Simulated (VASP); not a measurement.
A run of VASP 6.6.1 is set up as follows.

File INCAR:

```
SYSTEM = AgI
ALGO = Normal
EDIFF = 1E-6
ENCUT = 500
GGA_COMPAT = .False.
ISIF = 2
ISMEAR = 0
LASPH = .True.
LCHARG = .False.
LREAL = .False.
LWAVE = .False.
NBANDS = 26
NELM = 120
PREC = Accurate
SIGMA = 0.01
```

File KPOINTS:

```
k-points
0
Gamma
  6 6 4
  0 0 0
```

File POSCAR:

```
AgI
1.0
    4.5746894852      0.0000000000      0.0000000000
   -2.2873447426      3.9617973086      0.0000000000
    0.0000000000      0.0000000000      7.1667521290
Ag I
2 2
Direct
    0.6666666667      0.3333333333      0.6216220112
    0.3333333333      0.6666666667      0.1216220112
    0.6666666667      0.3333333333      0.0083779888
    0.3333333333      0.6666666667      0.5083779888
```

Potentials or basis: VASP PAW LDA potentials, release 64 (Ag, I).

Command:

```sh
$ cat potpaw_LDA.64/Ag/POTCAR potpaw_LDA.64/I/POTCAR > POTCAR
$ mpirun -np 1 vasp_std > vasp.out
```

(1) Estimate the band gap on the k mesh.

(2) Estimate the pressure.

Results:

(1) 1.15 eV.

(2) -0.6 GPa.

Caveat: the cell differs from its parent crystal (in-plane strain +0.02, then relaxed in part); spin-orbit coupling is left out, which moves the levels of the heavy elements.
